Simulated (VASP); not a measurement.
# NbSi3 (Pm-3m) in VASP: further runs

The runs below take NbSi3 through single point, relaxation of cell and atoms, with PBE.

Everything below comes from runs of VASP 6.6.1. Logs are shortened: lines on timing, memory, paths and dates and some standing lists are left out, and cuts for length are marked.

**1. The cell of the first run**

It takes space group Pm-3m (No. 221, cubic). The conventional cell has a = 3.897 Å, b = 3.897 Å, c = 3.897 Å, α = 90.00°, β = 90.00°, γ = 90.00°. Within 3.6 Å of Nb (site symmetry m-3m) lie 12 Si at 2.76 Å. Si (site symmetry 4/mmm) has 4 Nb at 2.76 Å and 8 Si at 2.76 Å within 3.6 Å.

**2. Single point, PBE**

Input file INCAR:

```
PREC = Accurate
ENCUT = 520
EDIFF = 1E-6
ISMEAR = 0
SIGMA = 0.1
LREAL = F
LASPH = T
NELM = 60
ALGO = Normal
ISIF = 2
LWAVE = F
LCHARG = F
GGA = PE
NBANDS = 20
```

Input file KPOINTS:

```
regular mesh
0
Gamma
  6 6 6
```

Input file POSCAR:

```
NbSi3
1.0
    3.8965648396      0.0000000000      0.0000000000
    0.0000000000      3.8965648396      0.0000000000
    0.0000000000      0.0000000000      3.8965648396
Nb Si
1 3
Direct
    0.0000000000      0.0000000000      0.0000000000
    0.0000000000      0.5000000000      0.5000000000
    0.5000000000      0.0000000000      0.5000000000
    0.5000000000      0.5000000000      0.0000000000
```

Potentials or basis: VASP PAW PBE potentials, release 64 (Nb_sv, Si).

Started as:

```bash
$ cat potpaw_PBE.64/Nb_sv/POTCAR potpaw_PBE.64/Si/POTCAR > POTCAR
$ mpirun -np 1 vasp_std > vasp.out
```

OUTCAR:

```text
PREC = Accurate
   ENCUT = 520
   EDIFF = 1E-6
   ISMEAR = 0
   LREAL = F
   LASPH = T
   NELM = 60
   ISIF = 2
   GGA = PE

 ion  position               nearest neighbor table
   1  0.000  0.000  0.000-   2 2.76   3 2.76   4 2.76   2 2.76   3 2.76   2 2.76   4 2.76   2 2.76
                             3 2.76   4 2.76   3 2.76   4 2.76
   2  0.000  0.500  0.500-   1 2.76   3 2.76   4 2.76   1 2.76   4 2.76   1 2.76   3 2.76   1 2.76
                             3 2.76   4 2.76   4 2.76   3 2.76
   3  0.500  0.000  0.500-   1 2.76   2 2.76   4 2.76   1 2.76   4 2.76   2 2.76   4 2.76   4 2.76
                             1 2.76   2 2.76   1 2.76   2 2.76
   4  0.500  0.500  0.000-   1 2.76   2 2.76   3 2.76   2 2.76   3 2.76   1 2.76   3 2.76   3 2.76
                             1 2.76   2 2.76   2 2.76   1 2.76

  LATTYP: Found a simple cubic cell.
 ALAT       =     3.8965648396

  Lattice vectors:

 A1 = (   3.8965648396,   0.0000000000,   0.0000000000)
 A2 = (   0.0000000000,   3.8965648396,   0.0000000000)
 A3 = (   0.0000000000,   0.0000000000,   3.8965648396)

Analysis of symmetry for initial positions (statically):
=====================================================================
 Subroutine PRICEL returns:
 Original cell was already a primitive cell.

 Routine SETGRP: Setting up the symmetry group for a
 simple cubic supercell.

 Subroutine GETGRP returns: Found 48 space group operations
 (whereof 48 operations were pure point group operations)
 out of a pool of 48 trial point group operations.

The static configuration has the point symmetry O_h .

Analysis of symmetry for dynamics (positions and initial velocities):
=====================================================================
 Subroutine PRICEL returns:
 Original cell was already a primitive cell.

 Routine SETGRP: Setting up the symmetry group for a
 simple cubic supercell.

 Subroutine GETGRP returns: Found 48 space group operations
 (whereof 48 operations were pure point group operations)
 out of a pool of 48 trial point group operations.

The dynamic configuration has the point symmetry O_h .

 Subroutine INISYM returns: Found 48 space group operations
 (whereof 48 operations are pure point group operations),
 and found     1 'primitive' translations

----------------------------------------------------------------------------------------

                                     Primitive cell

  volume of cell :      59.1624

  direct lattice vectors                    reciprocal lattice vectors
     3.896564840  0.000000000  0.000000000     0.256636304  0.000000000  0.000000000
     0.000000000  3.896564840  0.000000000     0.000000000  0.256636304  0.000000000
     0.000000000  0.000000000  3.896564840     0.000000000  0.000000000  0.256636304

  length of vectors
     3.896564840  3.896564840  3.896564840     0.256636304  0.256636304  0.256636304

  position of ions in fractional coordinates (direct lattice)
     0.000000000  0.000000000  0.000000000
     0.000000000  0.500000000  0.500000000
     0.500000000  0.000000000  0.500000000
     0.500000000  0.500000000  0.000000000

  ion indices of the primitive-cell ions
   primitive index   ion index
                 1           1
                 2           2
                 3           3
                 4           4

----------------------------------------------------------------------------------------

 KPOINTS: regular mesh

Automatic generation of k-mesh.
 Grid dimensions read from file:
 generate k-points for:    6    6    6

 Generating k-lattice:

  Cartesian coordinates                     Fractional coordinates (reciprocal lattice)
     0.042772717  0.000000000  0.000000000     0.166666667  0.000000000  0.000000000
     0.000000000  0.042772717  0.000000000     0.000000000  0.166666667  0.000000000
     0.000000000  0.000000000  0.042772717     0.000000000  0.000000000  0.166666667

  Length of vectors
     0.042772717  0.042772717  0.042772717

  Shift w.r.t. Gamma in fractional coordinates (k-lattice)
     0.000000000  0.000000000  0.000000000

 Subroutine IBZKPT returns following result:
 ===========================================

 Found     20 irreducible k-points:

 Following reciprocal coordinates:
            Coordinates               Weight
  0.000000  0.000000  0.000000      1.000000
  0.166667  0.000000  0.000000      6.000000
  0.333333  0.000000  0.000000      6.000000
  0.500000  0.000000  0.000000      3.000000
  0.166667  0.166667  0.000000     12.000000
  0.333333  0.166667  0.000000     24.000000
[... 12 lines left out ...]
  0.500000  0.500000  0.333333      6.000000
  0.500000  0.500000  0.500000      1.000000
   k-points           NKPTS =     20   k-points in BZ     NKDIM =     20   number of bands    NBANDS=     20
   number of dos      NEDOS =    301   number of ions     NIONS =      4
   total plane-waves  NPLWV =  27000
   dimension x,y,z NGX =    30 NGY =   30 NGZ =   30
   dimension x,y,z NGXF=    60 NGYF=   60 NGZF=   60
   ions per type =               1   3
   NGX,Y,Z   is equivalent  to a cutoff of  12.80, 12.80, 12.80 a.u.
   NGXF,Y,Z  is equivalent  to a cutoff of  25.60, 25.60, 25.60 a.u.
 SYSTEM =  unknown system
   PREC   = accura    normal or accurate (medium, high low for compatibility)
   ISTART =      0    job   : 0-new  1-cont  2-samecut
   ICHARG =      2    charge: 1-file 2-atom 10-const
   ISPIN  =      1    spin polarized calculation?
   LNONCOLLINEAR =      F non collinear calculations
   LSORBIT =      F    spin-orbit coupling
   LASPH  =      T    aspherical Exc in radial PAW
   ENCUT  =  520.0 eV  38.22 Ry    6.18 a.u.   7.25  7.25  7.25*2*pi/ulx,y,z
   NELM   =     60;   NELMIN=  2; NELMDL= -5     # of ELM steps
   EDIFF  = 0.1E-05   stopping-criterion for ELM
   LREAL  =      F    real-space projection
   EDIFFG = 0.1E-04   stopping-criterion for IOM
   NSW    =      0    number of steps for IOM
   IBRION =     -1    ionic relax: 0-MD 1-quasi-New 2-CG
   NFREE  =      0    steps in history (QN), initial steepest desc. (CG)
   ISIF   =      2    stress and relaxation
   ISYM   =      2    0-nonsym 1-usesym 2-fastsym
   POTIM  = 0.5000    time-step for ionic-motion
   TEBEG  =    0.0;   TEEND  =   0.0 temperature during run
   PSTRESS=    0.0 pullay stress
   NELECT =      25.0000    total number of electrons
   NUPDOWN=      -1.0000    fix difference up-down
   EMIN   =  10.00;   EMAX   =-10.00  energy-range for DOS
   EFERMI =   0.00;   METHOD = LEGACY
   ISMEAR =     0;   SIGMA  =   0.10  broadening in eV -4-tet -1-fermi 0-gaus
   EFERMI_NEDOS =   21; number of points for ismear=-14 and -15
   IALGO  =     38    algorithm
   IMIX   =      4    mixing-type and parameters
     AMIX     =   0.40;   BMIX     =  1.00
     AMIX_MAG =   1.60;   BMIX_MAG =  1.00
  volume/ion in A,a.u.               =      14.79        99.81
  Fermi-wavevector in a.u.,A,eV,Ry     =   1.228494  2.321516 20.533868  1.509197
  Thomas-Fermi vector in A             =   2.363417
   LORBIT       =      0    0 simple, 1 ext, 2 COOP (PROOUT), +10 PAW based schemes
   GGA     = PE    functional components
   LHFCALC =     F    Hartree Fock is set to
   AEXX    =    0.0000 exact exchange contribution
   IVDW    =     0    specifies the selected vdW correction
   LEPSILON=     F    determine dielectric tensor
   LRPA    =     F    only Hartree local field effects (RPA)
 non-spin polarized calculation
 Gauss-broadening in eV      SIGMA  =   0.10
  energy-cutoff  :      520.00
  volume of cell :       59.16
 maximum number of plane-waves:      1622
 NGX is ok and might be reduce to    30
   NGX = 15   NGY = 15   NGZ = 15

 number of electron      24.9999999 magnetization

 Free energy of the ion-electron system (eV)
  ---------------------------------------------------
  ext. energy  EPLUGINS =         0.00000000
  ---------------------------------------------------
  free energy    TOTEN  =       -25.82629490 eV

  energy without entropy =      -25.80685867  energy(sigma->0) =      -25.81657678

 E-fermi :  11.3985     XC(G=0): -11.7346

 val. band max:       11.3975313798   @ k =   0.3333   0.3333   0.1667
 cond. band min:      11.4224841814   @ k =   0.1667   0.0000   0.0000
 fundamental gap:      0.0249528017
 Fermi energy:        11.3984895566

 k-point     1 :       0.0000    0.0000    0.0000
  band No.  band energies     occupation
      1     -44.0118      2.00000
      2     -20.1283      2.00000
      3     -20.1283      2.00000
      4     -20.1283      2.00000
      5      -2.0901      2.00000
      6       5.3233      2.00000
[... 12 lines left out ...]
     19      13.8192      0.00000
     20      18.0368      0.00000

 k-point     2 :       0.1667    0.0000    0.0000
  band No.  band energies     occupation
      1     -44.0112      2.00000
      2     -20.1447      2.00000
      3     -20.1269      2.00000
      4     -20.1269      2.00000
      5      -1.8044      2.00000
      6       4.1111      2.00000
[... 12 lines left out ...]
     19      15.9685      0.00000
     20      16.5864      0.00000

 k-point     3 :       0.3333    0.0000    0.0000
  band No.  band energies     occupation
      1     -44.0100      2.00000
      2     -20.1771      2.00000
      3     -20.1241      2.00000
      4     -20.1241      2.00000
      5      -0.9842      2.00000
      6       2.2243      2.00000
[... 12 lines left out ...]
     19      16.7938      0.00000
     20      17.1777      0.00000

 k-point     4 :       0.5000    0.0000    0.0000
  band No.  band energies     occupation
      1     -44.0094      2.00000
      2     -20.1932      2.00000
      3     -20.1226      2.00000
      4     -20.1226      2.00000
      5      -0.0275      2.00000
      6       0.8745      2.00000
[... 337 lines left out ...]
 k-point    19 :       0.5000    0.5000    0.3333
  band No.  band energies     occupation
      1     -44.0054      2.00000
      2     -20.1768      2.00000
      3     -20.1768      2.00000
      4     -20.1603      2.00000
      5       2.1584      2.00000
      6       2.8178      2.00000
[... 12 lines left out ...]
     19      17.8973      0.00000
     20      17.8973      0.00000

 k-point    20 :       0.5000    0.5000    0.5000
  band No.  band energies     occupation
      1     -44.0049      2.00000
      2     -20.1745      2.00000
      3     -20.1745      2.00000
      4     -20.1745      2.00000
      5       2.8804      2.00000
      6       2.8804      2.00000
[... 12 lines left out ...]
     19      19.0447      0.00000
     20      19.0448      0.00000

------------------------ aborting loop because EDIFF is reached ----------------------------------------

  FORCE on cell =-STRESS in cart. coord.  units (eV):
  Direction    XX          YY          ZZ          XY          YZ          ZX
  --------------------------------------------------------------------------------------
  -------------------------------------------------------------------------------------
  Total       -0.4157942     -0.4157942     -0.4157942     -0.0000000     -0.0000000      0.0000000
  in kB      -11.2601277    -11.2601277    -11.2601277     -0.0000000     -0.0000000      0.0000000
  external PRESSURE =     -11.2601277 kB  Pullay stress =       0.0000000 kB

 VOLUME and BASIS-vectors are now :
 -----------------------------------------------------------------------------
  energy-cutoff  :      520.00
  volume of cell :       59.16
      direct lattice vectors                 reciprocal lattice vectors
     3.896564840  0.000000000  0.000000000     0.256636304  0.000000000  0.000000000
     0.000000000  3.896564840  0.000000000     0.000000000  0.256636304  0.000000000
     0.000000000  0.000000000  3.896564840     0.000000000  0.000000000  0.256636304

 POSITION                                       TOTAL-FORCE (eV/Angst)
 -----------------------------------------------------------------------------------
      0.00000      0.00000      0.00000         0.000000      0.000000      0.000000
      0.00000      1.94828      1.94828         0.000000      0.000000      0.000000
      1.94828      0.00000      1.94828         0.000000      0.000000      0.000000
      1.94828      1.94828      0.00000         0.000000      0.000000      0.000000
 -----------------------------------------------------------------------------------
    total drift:                               -0.000000     -0.000000      0.000000

  FREE ENERGIE OF THE ION-ELECTRON SYSTEM (eV)
  ---------------------------------------------------
  free  energy   TOTEN  =       -25.8262948954 eV

  energy  without entropy=      -25.8068586682  energy(sigma->0) =      -25.81657678
```

Run time: 11 s. Hardware: 1 thread of Intel Xeon 6975P-C (Granite Rapids), shared host; peak memory 0.17 GiB.

Results:

* Free energy: -25.8263 eV
* Pressure: -1.1 GPa
* Band gap on the k mesh: zero (an odd number of electrons rules out a gap without spin polarisation)

**3. Single point, PBE**

This run uses another cell than the first one, of 14.67 Å³/atom.

Input file INCAR:

```
ALGO = Normal
EDIFF = 1E-7
ENCUT = 520
GGA = PE
ISIF = 2
ISMEAR = 0
LASPH = True
LCHARG = False
LREAL = False
LWAVE = False
NBANDS = 20
NELM = 60
PREC = Accurate
SIGMA = 0.1
```

Input file KPOINTS:

```
k-points
0
Gamma
  12 12 12
```

Input file POSCAR:

```
NbSi3
1.0
    3.8860628491      0.0000000000      0.0000000000
    0.0000000000      3.8860628491      0.0000000000
    0.0000000000      0.0000000000      3.8860628491
Nb Si
1 3
Direct
    0.0000000000      0.0000000000      0.0000000000
    0.0000000000      0.5000000000      0.5000000000
    0.5000000000      0.0000000000      0.5000000000
    0.5000000000      0.5000000000      0.0000000000
```

Potentials or basis: VASP PAW PBE potentials, release 64 (Nb_sv, Si).

Started as:

```bash
$ cat potpaw_PBE.64/Nb_sv/POTCAR potpaw_PBE.64/Si/POTCAR > POTCAR
$ mpirun -np 1 vasp_std > vasp.out
```

Run time: 39 s. Hardware: 1 thread of Intel Xeon 6975P-C (Granite Rapids), shared host; peak memory 0.22 GiB.

The run converged. Its results:

```yaml
Free_energy: -25.8239 eV
Pressure: -0.2 GPa
Band_gap_on_the_k_mesh: zero (an odd number of electrons rules out a gap without spin polarisation)
```

Levels at points of the mesh, in eV from the Fermi level:
```csv
k point,band 9,band 10,band 11,band 12,band 13,band 14,band 15,band 16,band 17,band 18
"(0.00, 0.00, 0.00)",-4.36,-4.36,-1.07,-1.07,-1.07,0.14,2.24,2.24,2.34,2.34
"(0.50, 0.00, 0.00)",-4.42,-3.34,-1.12,-1.12,-0.68,-0.31,-0.08,2.23,2.23,2.77
"(0.50, 0.50, 0.00)",-3.54,-3.54,-1.23,-1.21,0.24,0.39,0.90,0.90,3.15,5.25
"(0.50, 0.50, 0.50)",-5.17,-5.17,-5.17,0.01,0.67,0.67,2.55,2.55,2.55,7.61
```

**4. Relaxation of cell and atoms, PBE**

Input file INCAR:

```
SYSTEM = NbSi3
ALGO = Normal ; EDIFF = 1E-7
EDIFFG = -0.01 ; ENCUT = 600
GGA = PE ; IBRION = 2
ISIF = 3 ; ISMEAR = 0
LASPH = .True. ; LCHARG = .False.
LREAL = .False. ; LWAVE = .False.
NELM = 100 ; NSW = 100
PREC = Accurate ; SIGMA = 0.1
```

Input file KPOINTS:

```
k-points
0
Gamma
  12 12 12
  0 0 0
```

Input file POSCAR:

```
NbSi3
1.0
    3.8965648396      0.0000000000      0.0000000000
    0.0000000000      3.8965648396      0.0000000000
    0.0000000000      0.0000000000      3.8965648396
Nb Si
1 3
Direct
    0.0000000000      0.0000000000      0.0000000000
    0.0000000000      0.5000000000      0.5000000000
    0.5000000000      0.0000000000      0.5000000000
    0.5000000000      0.5000000000      0.0000000000
```

Started as:

```bash
$ cat potpaw_PBE.64/Nb_sv/POTCAR potpaw_PBE.64/Si/POTCAR > POTCAR
$ mpirun -np 1 vasp_std > vasp.out
```

Run time: 67 s. Hardware: 1 thread of Intel Xeon 6975P-C (Granite Rapids), shared host; peak memory 0.24 GiB.

It converged, with:

```yaml
Free_energy: -25.8241 eV
Relaxed_volume: 14.65 Å³/atom
Relaxed_cell: a = 3.884 Å, b = 3.884 Å, c = 3.884 Å, α = 90.00°, β = 90.00°, γ = 90.00°
Space_group_after_relaxing_to_0.1_Å: Pm-3m (No. 221)
Energy_gained_by_relaxing: 0.5 meV/atom
Ionic_steps: 3
Pressure_after_relaxing: 0.0 GPa
Band_gap_on_the_k_mesh: zero (an odd number of electrons rules out a gap without spin polarisation)
```

Step by step:
```
step  energy change (eV)  largest force (eV/Å)  pressure (GPa)  volume (Å³)
   1              0.0000                0.0000           -1.24        59.16
   2             -0.0008                0.0000            1.01        58.19
   3             -0.0022                0.0000            0.01        58.61
```

Final structure:
```yaml
crystal:
  lattice:
    - [3.88442, 0.00000, 0.00000]
    - [0.00000, 3.88442, 0.00000]
    - [0.00000, 0.00000, 3.88442]
  atoms:
    - { symbol: Nb, position: [0.00000, 0.00000, 0.00000] }
    - { symbol: Si, position: [0.00000, 0.50000, 0.50000] }
    - { symbol: Si, position: [0.50000, 0.00000, 0.50000] }
    - { symbol: Si, position: [0.50000, 0.50000, 0.00000] }
```

Levels at points of the mesh, in eV from the Fermi level:
```csv
k point,band 10,band 11,band 12,band 13,band 14,band 15,band 16
"(0.00, 0.00, 0.00)",-4.36,-1.07,-1.07,-1.07,0.14,2.25,2.25
"(0.50, 0.00, 0.00)",-3.33,-1.13,-1.13,-0.68,-0.31,-0.08,2.23
"(0.50, 0.50, 0.00)",-3.55,-1.24,-1.21,0.24,0.39,0.90,0.90
"(0.50, 0.50, 0.50)",-5.18,-5.18,0.01,0.67,0.67,2.56,2.56
```

**5. Summary**

```csv
task,cell,k mesh,cutoff (eV),gap on the mesh (eV),pressure (GPa)
single point,"a = 3.897 Å, 4 atoms",6 × 6 × 6,520,none,-1.1
single point,"a = 3.886 Å, 4 atoms",12 × 12 × 12,520,none,-0.2
relaxation of cell and atoms,"relaxed from a = 3.897 Å, 4 atoms",12 × 12 × 12,600,none,0.0
```

Alike in all rows: level PBE; potentials or basis VASP PAW PBE potentials, release 64 (Nb_sv, Si); no spin polarisation; smearing gaussian 0.1 eV.

Absolute energies hang on the potentials; compare differences alone.
